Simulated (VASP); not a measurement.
Input of a VASP 6.6.1 run:

File POSCAR:

```
MnS
1.0
    0.0000000000      2.7899753951     -2.7899753951
    0.0000000000      2.7899753951      2.7899753951
    5.4710633736      0.0000000000      0.0000000000
Mn S
2 2
Direct
    0.0000000000      0.0000000000      0.0000000000
    0.5000000000      0.5000000000      0.5000000000
    0.0000000000      0.5000000000      0.2499999987
    0.5000000000      1.0000000000      0.7500000013
```

File INCAR.step1:

```
PREC = Accurate
ENCUT = 550
ISMEAR = 0
SIGMA = 0.05
LREAL = F
LASPH = T
NELM = 200
ISPIN = 2
MAGMOM = 4.63 -4.63 0 0
LMAXMIX = 4
NBANDS = 31
GGA = PE
ALGO = Normal
EDIFF = 1E-5
LWAVE = T
LCHARG = F
GGA_COMPAT = F
```

Contents of INCAR.step2:

```
PREC = Accurate
ENCUT = 550
EDIFF = 1E-6
ISMEAR = 0
SIGMA = 0.05
LREAL = F
LASPH = T
NELM = 200
ALGO = Normal
ISIF = 2
LWAVE = F
LCHARG = F
ISPIN = 2
MAGMOM = 4.63 -4.63 0 0
LORBIT = 11
LMAXMIX = 4
METAGGA = R2SCAN
LMIXTAU = T
NBANDS = 31
ISTART = 1
GGA_COMPAT = F
```

Contents of KPOINTS:

```
regular mesh
0
Gamma
  6 6 4
```

Potentials or basis: VASP PAW PBE potentials, release 64 (Mn_pv, S).

Command:

```bash
$ cat potpaw_PBE.64/Mn_pv/POTCAR potpaw_PBE.64/S/POTCAR > POTCAR
$ cp INCAR.step1 INCAR
$ mpirun -np 1 vasp_std > vasp.out
$ cp INCAR.step2 INCAR
$ mpirun -np 1 vasp_std > vasp.out
```

(1) Estimate the pressure.

(2) Predict the net moment.

(3) Predict the band gap on the k mesh.

(4) Predict the site moments.

Answers

(1) 0.0 GPa.

(2) 0.00 μB per cell.

(3) 2.14 eV.

(4) Mn +4.28, -4.28; S +0.00 μB.

Caveat: the antiferromagnetic order is the one typed at the start, and another may lie lower; the PAW data sets were made with another functional, which shifts forces and pressure a little.
